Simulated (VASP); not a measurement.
A run of VASP 6.6.1 is set up as follows.

INCAR

```
SYSTEM = HC12
ALGO = Normal ; EDIFF = 1E-6
ENCUT = 520 ; ISIF = 2
ISMEAR = 0 ; LASPH = .TRUE.
LCHARG = .FALSE. ; LREAL = .FALSE.
LWAVE = .FALSE. ; NBANDS = 36
NELECT = 48.0 ; NELM = 80
PREC = Accurate ; SIGMA = 0.05
```

Contents of KPOINTS:

```
k-points
0
G
  6 6 6
  0 0 0
```

POSCAR

```
HC12
1.0
    1.7657489870     -3.5314979740     -1.7657489870
    3.5314979740     -1.7657489870      1.7657489870
   -1.7657489870     -3.5314979740      1.7657489870
C H
12 1
Direct
    0.2500000000      1.0000000000      0.2500000000
    0.0833333333      0.3333333333      0.7500000000
    0.9166666667      0.6666666667      0.2500000000
    0.7500000000      1.0000000000      0.7500000000
    0.5833333333      0.3333333333      0.2500000000
    0.4166666667      0.6666666667      0.7500000000
    0.9583333333      0.3333333333      0.1250000000
    0.7916666667      0.6666666667      0.6250000000
    0.6250000000      1.0000000000      0.1250000000
    0.4583333333      0.3333333333      0.6250000000
    0.2916666667      0.6666666667      0.1250000000
    0.1250000000      1.0000000000      0.6250000000
    1.2083333333      0.4166666667      0.2916666667
```

Potentials or basis: VASP PAW LDA potentials, release 64 (C, H).

Command:

```sh
$ cat potpaw_LDA.64/C/POTCAR potpaw_LDA.64/H/POTCAR > POTCAR
$ mpirun -np 1 vasp_std > vasp.out
```

(1) What does it give for the largest force?

## Answers

(1) 2.872 eV/Å.

Caveat: the cell carries a net charge on a neutralising background, which shifts energy and pressure.
